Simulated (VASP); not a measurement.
# Zn: single point with PBEsol

Crystal: Zn.

```
CELL_PARAMETERS angstrom
-1.56985 1.56985 1.56985
1.56985 -1.56985 1.56985
1.56985 1.56985 -1.56985
ATOMIC_POSITIONS crystal
Zn 0.00000 0.00000 0.00000
```

```
Program                : VASP 6.6.1
Task                   : single point
Functional             : PBEsol
Potentials or basis    : VASP PAW PBE potentials, release 64 (Zn)
Cutoff                 : 520 eV
k mesh                 : 22 × 22 × 22
Occupations            : gaussian, width 0.15 eV
Spin                   : no spin polarisation
Dipole correction      : no
Further INCAR settings : ALGO = Normal; EDIFF = 1e-07; NBANDS = 12
```

```
Pressure               : -4.9 GPa
Band gap on the k mesh : zero (band 6 reaches 7.06 eV, above the bottom of band 7 at 1.90 eV)
```

Levels at points of the mesh, in eV from the Fermi level:
| k point | band 4 | band 5 | band 6 | band 7 | band 8 | band 9 |
| --- | --- | --- | --- | --- | --- | --- |
| (0.00, 0.00, 0.00) | -7.75 | -7.25 | -7.25 | 18.87 | 18.87 | 18.87 |
| (0.50, 0.00, 0.00) | -7.21 | -6.92 | -2.68 | -1.04 | 11.20 | 12.60 |
| (0.50, 0.50, 0.50) | -6.99 | -6.99 | 4.12 | 4.12 | 4.12 | 7.38 |

Wall time 42 s on 1 thread of Intel(R) Xeon(R) Platinum 8488C (Sapphire Rapids) (shared host), peak memory 0.17 GiB.

Caveat: the PAW data sets were made with another functional, which shifts forces and pressure a little.
